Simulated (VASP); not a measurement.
# Ti (Immm) in VASP: notebook

Runs on Ti. Level: PBEsol. Tasks: single point.

Everything below comes from runs of VASP 6.6.1. Logs are shortened: lines on timing, memory, paths and dates and some standing lists are left out, and cuts for length are marked.

### Step 1. The cell of the first run

The structure is orthorhombic, space group Immm (No. 71). Conventional cell: a = 2.727 Å, b = 3.014 Å, c = 4.060 Å, α = 90.00°, β = 90.00°, γ = 90.00°. Ti (site symmetry mmm) has 12 Ti at 2.73 to 3.01 Å within 3.6 Å.

### Step 2. Single point, PBEsol (strain -0.1000 x Voigt [0, 0, 0, 0, 0, 1])

File INCAR:

```
SYSTEM = Ti
PREC = Accurate
ENCUT = 520
EDIFF = 1E-6
ISMEAR = 0
SIGMA = 0.15
LREAL = .FALSE.
LASPH = .TRUE.
NELM = 60
ALGO = Fast
ISIF = 2
LWAVE = .FALSE.
LCHARG = .FALSE.
GGA = PS
NBANDS = 12
```

File KPOINTS:

```
Automatic mesh
0
G
  20 20 20
  0 0 0
```

File POSCAR:

```
Ti
1.0
   -0.1015000000      2.0300000000      2.0300000000
    2.0300000000     -0.1015000000      2.0300000000
    1.9285000000      1.9285000000      0.0000000000
Ti
1
Direct
    0.0000000000      0.0000000000      0.0000000000
```

Potentials or basis: VASP PAW PBE potentials, release 64 (Ti_sv).

Run with:

```console
> cat potpaw_PBE.64/Ti_sv/POTCAR > POTCAR
> mpirun -np 1 vasp_std > vasp.out
```

OUTCAR:

```text
SYSTEM = Ti
   PREC = Accurate
   ENCUT = 520
   EDIFF = 1E-6
   ISMEAR = 0
   LREAL = .FALSE.
   LASPH = .TRUE.
   NELM = 60
   ISIF = 2
   GGA = PS

 ion  position               nearest neighbor table
   1  0.000  0.000  0.000-

  LATTYP: Found a body centered orthorhombic cell.
 ALAT       =     2.7273108550
 B/A-ratio  =     1.1052631579
 C/A-ratio  =     1.4886458551

  Lattice vectors:

 A1 = (   0.1015000000,  -2.0300000000,  -2.0300000000)
 A2 = (  -0.1015000000,   2.0300000000,  -2.0300000000)
 A3 = (   2.0300000000,  -0.1015000000,   2.0300000000)

Analysis of symmetry for initial positions (statically):
=====================================================================
 Subroutine PRICEL returns:
 Original cell was already a primitive cell.

 Routine SETGRP: Setting up the symmetry group for a
 body centered orthorhombic supercell.

 Subroutine GETGRP returns: Found  8 space group operations
 (whereof  8 operations were pure point group operations)
 out of a pool of  8 trial point group operations.

The static configuration has the point symmetry D_2h.

Analysis of symmetry for dynamics (positions and initial velocities):
=====================================================================
 Subroutine PRICEL returns:
 Original cell was already a primitive cell.

 Routine SETGRP: Setting up the symmetry group for a
 body centered orthorhombic supercell.

 Subroutine GETGRP returns: Found  8 space group operations
 (whereof  8 operations were pure point group operations)
 out of a pool of  8 trial point group operations.

The dynamic configuration has the point symmetry D_2h.

 Subroutine INISYM returns: Found  8 space group operations
 (whereof  8 operations are pure point group operations),
 and found     1 'primitive' translations

----------------------------------------------------------------------------------------

                                     Primitive cell

  volume of cell :      16.6890

  direct lattice vectors                    reciprocal lattice vectors
    -0.101500000  2.030000000  2.030000000    -0.234576589  0.234576589  0.246305419
     2.030000000 -0.101500000  2.030000000     0.234576589 -0.234576589  0.246305419
     1.928500000  1.928500000  0.000000000     0.259268862  0.259268862 -0.246305419

  length of vectors
     2.872647255  2.872647255  2.727310855     0.413181209  0.413181209  0.441709231

  position of ions in fractional coordinates (direct lattice)
     0.000000000  0.000000000  0.000000000

  ion indices of the primitive-cell ions
   primitive index   ion index
                 1           1
[... 77 lines left out ...]
   NFREE  =      0    steps in history (QN), initial steepest desc. (CG)
   ISIF   =      2    stress and relaxation
   ISYM   =      2    0-nonsym 1-usesym 2-fastsym
   POTIM  = 0.5000    time-step for ionic-motion
   TEBEG  =    0.0;   TEEND  =   0.0 temperature during run
   PSTRESS=    0.0 pullay stress
   NELECT =      12.0000    total number of electrons
   NUPDOWN=      -1.0000    fix difference up-down
   EMIN   =  10.00;   EMAX   =-10.00  energy-range for DOS
   EFERMI =   0.00;   METHOD = LEGACY
   ISMEAR =     0;   SIGMA  =   0.15  broadening in eV -4-tet -1-fermi 0-gaus
   EFERMI_NEDOS =   21; number of points for ismear=-14 and -15
   IALGO  =     68    algorithm
   IMIX   =      4    mixing-type and parameters
     AMIX     =   0.40;   BMIX     =  1.00
     AMIX_MAG =   1.60;   BMIX_MAG =  1.00
  volume/ion in A,a.u.               =      16.69       112.62
  Fermi-wavevector in a.u.,A,eV,Ry     =   1.466645  2.771557 29.266766  2.151047
  Thomas-Fermi vector in A             =   2.582357
   LORBIT       =      0    0 simple, 1 ext, 2 COOP (PROOUT), +10 PAW based schemes
   GGA     = PS    functional components
   LHFCALC =     F    Hartree Fock is set to
   AEXX    =    0.0000 exact exchange contribution
   IVDW    =     0    specifies the selected vdW correction
   LEPSILON=     F    determine dielectric tensor
   LRPA    =     F    only Hartree local field effects (RPA)
 non-spin polarized calculation
 RMM-DIIS sequential band-by-band and
 Gauss-broadening in eV      SIGMA  =   0.15
  energy-cutoff  :      520.00
  volume of cell :       16.69
 maximum number of plane-waves:       467
 NGX is ok and might be reduce to    24
   NGX = 11   NGY = 11   NGZ = 11

 number of electron      11.9999999 magnetization

 Free energy of the ion-electron system (eV)
  ---------------------------------------------------
  ext. energy  EPLUGINS =         0.00000000
  ---------------------------------------------------
  free energy    TOTEN  =        -8.26260157 eV

  energy without entropy =       -8.24454502  energy(sigma->0) =       -8.25357329

 E-fermi :   8.5298     XC(G=0): -11.8223

 val. band max:        8.5292331817   @ k =  -0.0500   0.1500   0.1000
 cond. band min:       8.5315196127   @ k =   0.2000   0.0000   0.0000
 fundamental gap:      0.0022864310
 Fermi energy:         8.5297927303

 k-point     1 :       0.0000    0.0000    0.0000
  band No.  band energies     occupation
      1     -47.8861      2.00000
      2     -23.8438      2.00000
      3     -23.7942      2.00000
      4     -23.7018      2.00000
      5       2.3405      2.00000
      6       8.9090      0.00035
      7       9.2527      0.00000
      8       9.9871      0.00000
      9      11.2128      0.00000
     10      11.2226      0.00000
     11      23.8412      0.00000
     12      27.2564      0.00000
[... 331 lines left out ...]
 k-point    24 :      -0.3500    0.0500    0.0000
  band No.  band energies     occupation
      1     -47.7829      2.00000
      2     -24.4058      2.00000
      3     -23.8753      2.00000
      4     -23.7759      2.00000
      5       5.3385      2.00000
      6       8.3488      1.91208
      7       9.0353      0.00000
      8      10.0192      0.00000
      9      11.8575      0.00000
     10      11.9410      0.00000
     11      18.3241      0.00000
     12      24.0706      0.00000

 [... further k-points ...]
[... 5 lines left out ...]
  --------------------------------------------------------------------------------------
  -------------------------------------------------------------------------------------
  Total        0.0032701      0.0032701     -0.0648355      0.5770983      0.0000000      0.0000000
  in kB        0.3139323      0.3139323     -6.2243249     55.4024993      0.0000000      0.0000000
  external PRESSURE =      -1.8654868 kB  Pullay stress =       0.0000000 kB

 VOLUME and BASIS-vectors are now :
 -----------------------------------------------------------------------------
  energy-cutoff  :      520.00
  volume of cell :       16.69
      direct lattice vectors                 reciprocal lattice vectors
    -0.101500000  2.030000000  2.030000000    -0.234576589  0.234576589  0.246305419
     2.030000000 -0.101500000  2.030000000     0.234576589 -0.234576589  0.246305419
     1.928500000  1.928500000  0.000000000     0.259268862  0.259268862 -0.246305419

 POSITION                                       TOTAL-FORCE (eV/Angst)
 -----------------------------------------------------------------------------------
      0.00000      0.00000      0.00000         0.000000      0.000000      0.000000
 -----------------------------------------------------------------------------------
    total drift:                                0.000000      0.000000     -0.000000

  FREE ENERGIE OF THE ION-ELECTRON SYSTEM (eV)
  ---------------------------------------------------
  free  energy   TOTEN  =        -8.2626015739 eV

  energy  without entropy=       -8.2445450160  energy(sigma->0) =       -8.25357329
```

stdout:

```text
POSCAR found type information on POSCAR Ti
 POSCAR found :  1 types and       1 ions
 scaLAPACK will be used
 -----------------------------------------------------------------------------
|                                                                             |
|                                                                             |
|     You enforced a specific xc type in the INCAR file but a different       |
[... 19 lines left out ...]
WARNING in EDDRMM: call to ZHEGV failed, returncode =   6  3      5
WARNING in EDDRMM: call to ZHEGV failed, returncode =   8  4     11
WARNING in EDDRMM: call to ZHEGV failed, returncode =   6  3      5
WARNING in EDDRMM: call to ZHEGV failed, returncode =   6  3      7
WARNING in EDDRMM: call to ZHEGV failed, returncode =   8  4     12
WARNING in EDDRMM: call to ZHEGV failed, returncode =   6  3     12
WARNING in EDDRMM: call to ZHEGV failed, returncode =   6  3      6
```

Run time: 4.8 min. Hardware: 1 thread of Intel Xeon Platinum 8488C (Sapphire Rapids), shared host; peak memory 0.33 GiB.

What came out:

```yaml
Free_energy: -8.2626 eV
Pressure: -0.2 GPa
Band_gap_on_the_k_mesh: zero (band 6 reaches 9.24 eV, above the bottom of band 7 at 8.04 eV)
```

Caveat: the cell differs from its parent crystal (strain -0.1000 x Voigt [0, 0, 0, 0, 0, 1]); the PAW data sets were made with another functional, which shifts forces and pressure a little.

### Step 3. Single point, PBEsol (strain +0.0875 x Voigt [0, 0, 0, 0, 0, 1])

File INCAR:

```
  ALGO = Fast
  EDIFF = 1E-6
  ENCUT = 520
  GGA = PS
  ISIF = 2
  ISMEAR = 0
  LASPH = T
  LCHARG = F
  LREAL = F
  LWAVE = F
  NBANDS = 12
  NELM = 100
  PREC = Accurate
  SIGMA = 0.15
```

File KPOINTS:

```
k-points
0
Gamma
  20 20 20
```

File POSCAR:

```
Ti
1.0
    0.0888125000      2.0300000000      2.0300000000
    2.0300000000      0.0888125000      2.0300000000
    2.1188125000      2.1188125000      0.0000000000
Ti
1
Direct
    0.0000000000      0.0000000000      0.0000000000
```

Potentials or basis: VASP PAW PBE potentials, release 64 (Ti_sv).

Run with:

```console
> cat potpaw_PBE.64/Ti_sv/POTCAR > POTCAR
> mpirun -np 1 vasp_std > vasp.out
```

It took 5 min on 1 thread of Intel Xeon Platinum 8488C (Sapphire Rapids), shared host; peak memory 0.34 GiB.

Results (log left out):

| Quantity | Value |
| --- | --- |
| Free energy | -8.2694 eV |
| Pressure | -0.4 GPa |
| Band gap on the k mesh | zero (band 6 reaches 9.20 eV, above the bottom of band 7 at 8.05 eV) |

Stress tensor (GPa, compression positive):
```
-0.23 -4.94  0.00
-4.94 -0.23  0.00
 0.00  0.00 -0.72
```

Levels at points of the mesh, in eV from the Fermi level:
| k point | band 4 | band 5 | band 6 | band 7 | band 8 | band 9 |
| --- | --- | --- | --- | --- | --- | --- |
| (0.00, 0.00, 0.00) | -32.25 | -6.19 | 0.44 | 0.76 | 1.38 | 2.66 |
| (0.50, 0.00, 0.00) | -32.45 | -2.65 | 0.30 | 1.04 | 1.17 | 3.64 |
| (0.50, 0.50, 0.00) | -32.48 | -2.73 | -1.85 | 3.01 | 3.77 | 4.07 |
| (0.00, 0.00, 0.50) | -32.34 | -2.73 | 0.36 | 0.47 | 1.26 | 3.47 |
| (0.50, 0.00, 0.50) | -32.58 | -2.72 | -1.83 | 3.07 | 3.60 | 4.02 |

Caveat: the cell differs from its parent crystal (strain +0.0875 x Voigt [0, 0, 0, 0, 0, 1]); the PAW data sets were made with another functional, which shifts forces and pressure a little.
